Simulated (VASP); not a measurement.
# Si5C (F-43m) in VASP: further runs

Si5C is run at these levels: PBE; tasks: single point, relaxation of cell and atoms.

All numbers are computed with VASP 6.6.1; they aren't measurements. Logs are shortened: lines on timing, memory, paths and dates and some standing lists are left out, and cuts for length are marked.

## Step 1: The cell of the first run

It takes space group F-43m (No. 216, cubic). Conventional cell: a = 7.011 Å, b = 7.011 Å, c = 7.011 Å, α = 90.00°, β = 90.00°, γ = 90.00°. Si (site symmetry -43m) has 12 Si at 2.91 Å and 4 C at 3.04 Å within 3.8 Å. Within 3.3 Å of Si (site symmetry 3m) lie 9 Si at 2.47 to 2.91 Å and 3 C at 2.91 Å. Within 3.8 Å of C (site symmetry -43m) lie 16 Si at 2.91 to 3.04 Å.

The cell was generated, and may not be a known phase.

## Step 2: Single point, PBE

Input file INCAR:

```
SYSTEM = Si5C
ALGO = Normal ; EDIFF = 1E-6
ENCUT = 520 ; GGA = PE
ISIF = 2 ; ISMEAR = 0
LASPH = .True. ; LCHARG = .False.
LREAL = .False. ; LWAVE = .False.
NBANDS = 21 ; NELM = 60
PREC = Accurate ; SIGMA = 0.1
```

Input file KPOINTS:

```
k-points
0
Gamma
  10 10 10
  0 0 0
```

Input file POSCAR:

```
Si5C
1.0
    0.0000000000      3.5054548456      3.5054548456
    3.5054548456      0.0000000000      3.5054548456
    3.5054548456      3.5054548456      0.0000000000
Si C
5 1
Direct
    0.2500000000      0.2500000000      0.2500000000
    0.6254312181      0.6254312181      0.6254312181
    0.1237063456      0.6254312181      0.6254312181
    0.6254312181      0.6254312181      0.1237063456
    0.6254312181      0.1237063456      0.6254312181
    0.0000000000      0.0000000000      0.0000000000
```

Potentials or basis: VASP PAW PBE potentials, release 64 (Si, C).

The run is started by

```console
$ cat potpaw_PBE.64/Si/POTCAR potpaw_PBE.64/C/POTCAR > POTCAR
$ mpirun -np 1 vasp_std > vasp.out
```

OUTCAR:

```text
SYSTEM = Si5C
   EDIFF = 1E-6
   ENCUT = 520
   GGA = PE
   ISIF = 2
   ISMEAR = 0
   LASPH = .True.
   LREAL = .False.
   NELM = 60
   PREC = Accurate

 ion  position               nearest neighbor table
   1  0.250  0.250  0.250-   3 2.91   4 2.91   5 2.91   2 2.91   2 2.91   2 2.91   3 2.91   3 2.91
                             4 2.91   5 2.91   4 2.91   5 2.91
   2  0.625  0.625  0.625-   3 2.47   4 2.47   5 2.47   4 2.49   5 2.49   3 2.49   1 2.91   1 2.91
                             1 2.91
   3  0.124  0.625  0.625-   2 2.47   4 2.47   5 2.47   2 2.49   4 2.49   5 2.49   1 2.91   1 2.91
                             1 2.91
   4  0.625  0.625  0.124-   2 2.47   3 2.47   5 2.47   2 2.49   5 2.49   3 2.49   1 2.91   1 2.91
                             1 2.91
   5  0.625  0.124  0.625-   2 2.47   3 2.47   4 2.47   4 2.49   2 2.49   3 2.49   1 2.91   1 2.91
                             1 2.91
   6  0.000  0.000  0.000-

  LATTYP: Found a face centered cubic cell.
 ALAT       =     7.0109096912

  Lattice vectors:

 A1 = (   0.0000000000,   3.5054548456,   3.5054548456)
 A2 = (   3.5054548456,   0.0000000000,   3.5054548456)
 A3 = (   3.5054548456,   3.5054548456,   0.0000000000)

Analysis of symmetry for initial positions (statically):
=====================================================================
 Subroutine PRICEL returns:
 Original cell was already a primitive cell.

 Routine SETGRP: Setting up the symmetry group for a
 face centered cubic supercell.

 Subroutine GETGRP returns: Found 24 space group operations
 (whereof 24 operations were pure point group operations)
 out of a pool of 48 trial point group operations.

The static configuration has the point symmetry T_d .

Analysis of symmetry for dynamics (positions and initial velocities):
=====================================================================
 Subroutine PRICEL returns:
 Original cell was already a primitive cell.

 Routine SETGRP: Setting up the symmetry group for a
 face centered cubic supercell.

 Subroutine GETGRP returns: Found 24 space group operations
 (whereof 24 operations were pure point group operations)
 out of a pool of 48 trial point group operations.

The dynamic configuration has the point symmetry T_d .

 Subroutine INISYM returns: Found 24 space group operations
 (whereof 24 operations are pure point group operations),
 and found     1 'primitive' translations

[... 106 lines left out ...]
   IBRION =     -1    ionic relax: 0-MD 1-quasi-New 2-CG
   NFREE  =      0    steps in history (QN), initial steepest desc. (CG)
   ISIF   =      2    stress and relaxation
   ISYM   =      2    0-nonsym 1-usesym 2-fastsym
   POTIM  = 0.5000    time-step for ionic-motion
   TEBEG  =    0.0;   TEEND  =   0.0 temperature during run
   PSTRESS=    0.0 pullay stress
   NELECT =      24.0000    total number of electrons
   NUPDOWN=      -1.0000    fix difference up-down
   EMIN   =  10.00;   EMAX   =-10.00  energy-range for DOS
   EFERMI =   0.00;   METHOD = LEGACY
   ISMEAR =     0;   SIGMA  =   0.10  broadening in eV -4-tet -1-fermi 0-gaus
   EFERMI_NEDOS =   21; number of points for ismear=-14 and -15
   IALGO  =     38    algorithm
   IMIX   =      4    mixing-type and parameters
     AMIX     =   0.40;   BMIX     =  1.00
     AMIX_MAG =   1.60;   BMIX_MAG =  1.00
  volume/ion in A,a.u.               =      14.36        96.90
  Fermi-wavevector in a.u.,A,eV,Ry     =   1.069197  2.020488 15.553924  1.143181
  Thomas-Fermi vector in A             =   2.204868
   LORBIT       =      0    0 simple, 1 ext, 2 COOP (PROOUT), +10 PAW based schemes
   GGA     = PE    functional components
   LHFCALC =     F    Hartree Fock is set to
   AEXX    =    0.0000 exact exchange contribution
   IVDW    =     0    specifies the selected vdW correction
   LEPSILON=     F    determine dielectric tensor
   LRPA    =     F    only Hartree local field effects (RPA)
 non-spin polarized calculation
 Gauss-broadening in eV      SIGMA  =   0.10
  energy-cutoff  :      520.00
  volume of cell :       86.15
 maximum number of plane-waves:      2334
 NGX is ok and might be reduce to    40
   NGX = 19   NGY = 19   NGZ = 19

 number of electron      24.0000001 magnetization

 Free energy of the ion-electron system (eV)
  ---------------------------------------------------
  ext. energy  EPLUGINS =         0.00000000
  ---------------------------------------------------
  free energy    TOTEN  =       -27.97665766 eV

  energy without entropy =      -27.95890112  energy(sigma->0) =      -27.96777939

 E-fermi :   8.5845     XC(G=0): -10.9410

 val. band max:        8.5840564132   @ k =  -0.3000   0.4000   0.1000
 cond. band min:       8.5852710353   @ k =  -0.4000   0.5000   0.1000
 fundamental gap:      0.0012146221
 Fermi energy:         8.5844755366

 k-point     1 :       0.0000    0.0000    0.0000
  band No.  band energies     occupation
      1      -5.6377      2.00000
      2       0.2981      2.00000
      3       1.2554      2.00000
      4       3.5468      2.00000
      5       3.5468      2.00000
      6       3.5468      2.00000
[... 565 lines left out ...]
     20      13.8693      0.00000
     21      14.7168      0.00000

 [... further k-points ...]

------------------------ aborting loop because EDIFF is reached ----------------------------------------

  FORCE on cell =-STRESS in cart. coord.  units (eV):
  Direction    XX          YY          ZZ          XY          YZ          ZX
  --------------------------------------------------------------------------------------
  -------------------------------------------------------------------------------------
  Total       -0.0245216     -0.0245216     -0.0245216      0.0000000      0.0000000      0.0000000
  in kB       -0.4560333     -0.4560333     -0.4560333      0.0000000      0.0000000      0.0000000
  external PRESSURE =      -0.4560333 kB  Pullay stress =       0.0000000 kB

 VOLUME and BASIS-vectors are now :
 -----------------------------------------------------------------------------
  energy-cutoff  :      520.00
  volume of cell :       86.15
      direct lattice vectors                 reciprocal lattice vectors
     0.000000000  3.505454846  3.505454846    -0.142634843  0.142634843  0.142634843
     3.505454846  0.000000000  3.505454846     0.142634843 -0.142634843  0.142634843
     3.505454846  3.505454846  0.000000000     0.142634843  0.142634843 -0.142634843

 POSITION                                       TOTAL-FORCE (eV/Angst)
 -----------------------------------------------------------------------------------
      1.75273      1.75273      1.75273        -0.000000     -0.000000     -0.000000
      4.38484      4.38484      4.38484        -0.000688     -0.000688     -0.000688
      4.38484      2.62607      2.62607        -0.000688      0.000688      0.000688
      2.62607      2.62607      4.38484         0.000688      0.000688     -0.000688
      2.62607      4.38484      2.62607         0.000688     -0.000688      0.000688
      0.00000      0.00000      0.00000        -0.000000     -0.000000     -0.000000
 -----------------------------------------------------------------------------------
    total drift:                                0.000000      0.000000      0.000000

  FREE ENERGIE OF THE ION-ELECTRON SYSTEM (eV)
  ---------------------------------------------------
  free  energy   TOTEN  =       -27.9766576599 eV

  energy  without entropy=      -27.9589011154  energy(sigma->0) =      -27.96777939
```

It took 50 s on 1 thread of Intel Xeon 6975P-C (Granite Rapids), shared host; peak memory 0.26 GiB.

Results:

```
Free energy            : -27.9767 eV
Pressure               : 0.0 GPa
Band gap on the k mesh : zero (bands 12 and 13 overlap by 2.60 eV)
```

## Step 3: Relaxation of cell and atoms, PBE

This run uses another cell than the first one, of 14.29 Å³/atom.

Input file INCAR:

```
PREC = Accurate
ENCUT = 600
EDIFF = 1E-6
ISMEAR = 0
SIGMA = 0.1
LREAL = False
LASPH = True
NELM = 100
ALGO = Normal
ISIF = 3
LWAVE = False
LCHARG = False
GGA = PE
IBRION = 2
NSW = 100
EDIFFG = -0.01
```

Input file KPOINTS:

```
Automatic mesh
0
Gamma
  10 10 10
```

Input file POSCAR:

```
Si5C
1.0
    0.0000000000      3.4994719630      3.4994719630
    3.4994719630      0.0000000000      3.4994719630
    3.4994719630      3.4994719630      0.0000000000
Si C
5 1
Direct
    0.2500000000      0.2500000000      0.2500000000
    0.6256005933      0.6256005933      0.6256005933
    0.1231982202      0.6256005933      0.6256005933
    0.6256005933      0.6256005933      0.1231982202
    0.6256005933      0.1231982202      0.6256005933
    0.0000000000      0.0000000000      0.0000000000
```

Potentials or basis: VASP PAW PBE potentials, release 64 (Si, C).

The run is started by

```console
$ cat potpaw_PBE.64/Si/POTCAR potpaw_PBE.64/C/POTCAR > POTCAR
$ mpirun -np 1 vasp_std > vasp.out
```

OUTCAR:

```text
PREC = Accurate
   ENCUT = 600
   EDIFF = 1E-6
   ISMEAR = 0
   LREAL = False
   LASPH = True
   NELM = 100
   ISIF = 3
   GGA = PE
   IBRION = 2
   NSW = 100
   EDIFFG = -0.01

 ion  position               nearest neighbor table
   1  0.250  0.250  0.250-   3 2.90   5 2.90   3 2.90   4 2.90   4 2.90   5 2.90   2 2.90   2 2.90
                             2 2.90   3 2.90   4 2.90   5 2.90
   2  0.626  0.626  0.626-   3 2.46   4 2.46   5 2.46   4 2.49   5 2.49   3 2.49   1 2.90   1 2.90
                             1 2.90
   3  0.123  0.626  0.626-   2 2.46   4 2.46   5 2.46   2 2.49   4 2.49   5 2.49   1 2.90   1 2.90
                             1 2.90
   4  0.626  0.626  0.123-   2 2.46   3 2.46   5 2.46   2 2.49   5 2.49   3 2.49   1 2.90   1 2.90
                             1 2.90
   5  0.626  0.123  0.626-   2 2.46   3 2.46   4 2.46   4 2.49   2 2.49   3 2.49   1 2.90   1 2.90
                             1 2.90
   6  0.000  0.000  0.000-

  LATTYP: Found a face centered cubic cell.
 ALAT       =     6.9989439260

  Lattice vectors:

 A1 = (   0.0000000000,   3.4994719630,   3.4994719630)
 A2 = (   3.4994719630,   0.0000000000,   3.4994719630)
 A3 = (   3.4994719630,   3.4994719630,   0.0000000000)

Analysis of symmetry for initial positions (statically):
[... 189 lines left out ...]
  -------------------------------------------------------------------------------------
  Total        0.2249433      0.2249433      0.2249433      0.0000000      0.0000000      0.0000000
  in kB        4.2048072      4.2048072      4.2048072      0.0000000      0.0000000      0.0000000
  external PRESSURE =       4.2048072 kB  Pullay stress =       0.0000000 kB
[... 67 lines left out ...]
--------------------------------------- Ionic step        3  -------------------------------------------

 number of electron      24.0000001 magnetization

 Free energy of the ion-electron system (eV)
  ---------------------------------------------------
  ext. energy  EPLUGINS =         0.00000000
  ---------------------------------------------------
  free energy    TOTEN  =       -27.97703889 eV

  energy without entropy =      -27.95929203  energy(sigma->0) =      -27.96816546

 E-fermi :   8.5950     XC(G=0): -10.9444

 val. band max:        8.5938973962   @ k =  -0.3000   0.4000   0.1000
 cond. band min:       8.5966108924   @ k =  -0.4000   0.5000   0.1000
 fundamental gap:      0.0027134962
 Fermi energy:         8.5950186039

 k-point     1 :       0.0000    0.0000    0.0000
  band No.  band energies     occupation
      1      -5.6348      2.00000
      2       0.3048      2.00000
      3       1.2647      2.00000
      4       3.5525      2.00000
      5       3.5525      2.00000
      6       3.5525      2.00000
[... 433 lines left out ...]
      3      -0.8228      2.00000
      4       0.3187      2.00000
      5       1.1739      2.00000
      6       1.8081      2.00000
[... 8 lines left out ...]
     15       9.3972      0.00000
     16      10.2268      0.00000

 [... further k-points ...]

------------------------ aborting loop because EDIFF is reached ----------------------------------------

  FORCE on cell =-STRESS in cart. coord.  units (eV):
  Direction    XX          YY          ZZ          XY          YZ          ZX
  --------------------------------------------------------------------------------------
  -------------------------------------------------------------------------------------
  Total        0.0138021      0.0138021      0.0138021      0.0000000      0.0000000      0.0000000
  in kB        0.2568992      0.2568992      0.2568992      0.0000000      0.0000000      0.0000000
  external PRESSURE =       0.2568992 kB  Pullay stress =       0.0000000 kB
[... 21 lines left out ...]
  FREE ENERGIE OF THE ION-ELECTRON SYSTEM (eV)
  ---------------------------------------------------
  free  energy   TOTEN  =       -27.9770388889 eV

  energy  without entropy=      -27.9592920272  energy(sigma->0) =      -27.96816546

 reached required accuracy - stopping structural energy minimisation
```

OSZICAR:

```text
N       E                     dE             d eps       ncg     rms          rms(c)
DAV:   1     0.559208455521E+02    0.55921E+02   -0.11149E+04  1504   0.145E+03
DAV:   2    -0.246285517660E+02   -0.80549E+02   -0.79189E+02  1976   0.179E+02
DAV:   3    -0.282813510430E+02   -0.36528E+01   -0.35612E+01  2104   0.343E+01
DAV:   4    -0.283317974606E+02   -0.50446E-01   -0.50257E-01  1768   0.472E+00
[... 20 lines left out ...]
DAV:   1    -0.279770577084E+02   -0.71903E-04   -0.18352E-03  1648   0.251E-01    0.367E-02
DAV:   2    -0.279770492122E+02    0.84963E-05   -0.16933E-04  2024   0.723E-02    0.181E-02
DAV:   3    -0.279770420214E+02    0.71908E-05   -0.64956E-05  2104   0.306E-02    0.141E-02
DAV:   4    -0.279770388760E+02    0.31453E-05   -0.13950E-05  1864   0.191E-02    0.274E-03
DAV:   5    -0.279770388889E+02   -0.12849E-07   -0.10396E-06   800   0.673E-03
   3 F= -.27977039E+02 E0= -.27968165E+02  d E =-.758515E-03
```

CONTCAR:

```text
Si5C
   1.00000000000000
     0.0000000000000000    3.5044612501500585    3.5044612501500585
     3.5044612501500585    0.0000000000000000    3.5044612501500585
     3.5044612501500585    3.5044612501500585   -0.0000000000000000
  Si              C
     5     1
Direct
     0.2500000000000000    0.2500000000000000    0.2500000000000000
     0.6254086199879177    0.6254086199879177    0.6254086199879177
     0.1237741401362485    0.6254086199879177    0.6254086199879177
     0.6254086199879177    0.6254086199879177    0.1237741401362485
     0.6254086199879177    0.1237741401362485    0.6254086199879177
     0.0000000000000000    0.0000000000000000    0.0000000000000000

  0.00000000E+00  0.00000000E+00  0.00000000E+00
  0.00000000E+00  0.00000000E+00  0.00000000E+00
  0.00000000E+00  0.00000000E+00  0.00000000E+00
  0.00000000E+00  0.00000000E+00  0.00000000E+00
  0.00000000E+00  0.00000000E+00  0.00000000E+00
  0.00000000E+00  0.00000000E+00  0.00000000E+00
```

It took 61 s on 1 thread of Intel Xeon 6975P-C (Granite Rapids), shared host; peak memory 0.27 GiB.

What came out:

```
Free energy                           : -27.9770 eV
Relaxed volume                        : 14.35 Å³/atom
Relaxed cell                          : a = 4.956 Å, b = 4.956 Å, c = 4.956 Å, α = 60.00°, β = 60.00°, γ = 60.00°
Space group after relaxing (to 0.1 Å) : F-43m (No. 216)
Energy gained by relaxing             : 0.1 meV/atom
Ionic steps                           : 3
Pressure after relaxing               : 0.0 GPa
Largest force after relaxing          : 0.006 eV/Å
Band gap on the k mesh                : zero (bands 12 and 13 overlap by 2.60 eV)
```

Forces in eV/Å, atoms in the order of the input:
```
Si   0.000  0.000  0.000
Si   0.004  0.004  0.004
Si   0.004 -0.004 -0.004
Si  -0.004 -0.004  0.004
Si  -0.004  0.004 -0.004
C    0.000  0.000  0.000
```

Step by step:
```
step  energy change (eV)  largest force (eV/Å)  pressure (GPa)  volume (Å³)
   1              0.0000                0.0612            0.42        85.71
   2             -0.0007                0.0245           -0.07        86.18
   3             -0.0008                0.0063            0.03        86.08
```

Final structure:
```yaml
crystal:
  lattice:
    - [0.00000, 3.50446, 3.50446]
    - [3.50446, 0.00000, 3.50446]
    - [3.50446, 3.50446, 0.00000]
  atoms:
    - { symbol: Si, position: [0.25000, 0.25000, 0.25000] }
    - { symbol: Si, position: [0.62541, 0.62541, 0.62541] }
    - { symbol: Si, position: [0.12377, 0.62541, 0.62541] }
    - { symbol: Si, position: [0.62541, 0.62541, 0.12377] }
    - { symbol: Si, position: [0.62541, 0.12377, 0.62541] }
    - { symbol: C, position: [0.00000, 0.00000, 0.00000] }
```
